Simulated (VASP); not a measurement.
PbF2, 3 atoms in the cell. The typed cell holds 3 atoms: a = 4.244 Å, b = 4.244 Å, c = 4.244 Å, α = 59.97°, β = 59.97°, γ = 59.97°. 

```yaml
Program: VASP 6.6.1
Task: single point
Functional: PBEsol
Potentials_or_basis: VASP PAW PBE potentials, release 64 (Pb_d, F)
Cutoff: 520 eV
k_mesh: 10 × 10 × 10
Occupations: gaussian, width 0.05 eV
Spin: no spin polarisation
Dipole_correction: no
Further_INCAR_settings: ALGO = Normal; EDIFF = 1e-06; NBANDS = 21
```

Potentials or basis: VASP PAW PBE potentials, release 64 (Pb_d, F).

Launch:

```bash
$ cat potpaw_PBE.64/Pb_d/POTCAR potpaw_PBE.64/F/POTCAR > POTCAR
$ mpirun -np 1 vasp_std > vasp.out
```

Hardware: 1 thread of Oxide Virtual Turin-like Processor, on a shared host.

Task: How long does it take, and how much memory?

Result: Wall time 2.9 min on 1 thread of Oxide Virtual Turin-like Processor (shared host), peak memory 0.22 GiB. Counts: scf iterations 14, k points 116.
